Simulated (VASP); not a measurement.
Runs of VASP 6.6.1 on NbGaSe3. The structure is that of space group Pm-3m (No. 221), or close to it. The cells are those of the table. The cell was generated, and may not be a known phase.

| task | spin | cell | k mesh | cutoff (eV) | gap on the mesh (eV) | pressure (GPa) | moment (μB) |
| --- | --- | --- | --- | --- | --- | --- | --- |
| single point | collinear | a = 4.876 Å, 5 atoms | 4 × 4 × 4 | 520 | none | 0.1 | 2.00 |
| single point | off | a = 4.604 Å, 5 atoms | 4 × 4 × 4 | 520 | none | 14.3 | - |
| single point | collinear | a = 4.604 Å, 5 atoms | 4 × 4 × 4 | 520 | none | 16.2 | 1.78 |
| single point | collinear | a = 4.876 Å, 5 atoms | 8 × 8 × 8 | 520 | none | 0.1 | (a) |
| relaxation of cell and atoms | collinear | relaxed from a = 4.604 Å, 5 atoms | 4 × 4 × 4 | 600 | - | 0.1 | 2.00 |

Alike in all rows: level PBE; potentials or basis VASP PAW PBE potentials, release 64 (Nb_sv, Ga_d, Se); smearing gaussian 0.1 eV.

**Question.** Fill in the values left out.

**Answer.** (a) 1.89.

Caveats: the cell stands under pressure (at least some runs); the highest band is partly filled, so the run has too few bands (at least some runs).

A k mesh can miss the band edges, and the runs leave out spin-orbit coupling on Ga, Nb, Se.

A gap of «none» marks levels without a gap at the run's occupations.
